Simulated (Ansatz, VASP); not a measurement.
O in VASP and in Ansatz

```
O
1.0
    -2.39449    0.00000    3.64705
     0.00000   -3.32483    0.00000
     3.30831    0.00000    3.64705
O
4
Cartesian
  -0.2274 0.0000 0.5674
  0.2295 -1.6624 4.2144
  1.1412 0.0000 6.7267
  0.6843 -1.6624 3.0797
```

Alike in both runs: task single point; functional PBE; k mesh 6 × 8 × 5; occupations fermi-dirac, width 0.05 eV; collinear spin.

```csv
,VASP,Ansatz
version,VASP 6.6.1,Ansatz 0.2.0
potentials or method,"VASP PAW PBE potentials, release 64 (O), cutoff 520 eV","all-electron LAPW, scalar-relativistic"
```

|  | VASP | Ansatz | Ansatz less VASP |
| --- | --- | --- | --- |
| pressure (GPa) | 2.5 | 0.6 | -1.83 |
| traceless stress, the component that is largest in VASP (GPa) | 1.99 | -1.38 | -3.368 |
| rms of the force components (eV/Å) | 0.431 | 0.224 | -0.2071 |
| net moment per atom (μB) | 1.00 | 1.00 | 0.000 |
| size of the moment on the site where the two differ most (μB) | 0.81 | 0.64 | -0.166 |

Site moments also hang on the region over which each program counts them. Atom by atom the forces differ by 0.656 eV/Å (rms over components). Ansatz ran all-electron here, and VASP with PAW potentials. Ansatz's warnings: stability check not made.

Noted on VASP's run: the standard files for N, O and F lose accuracy on very short bonds.
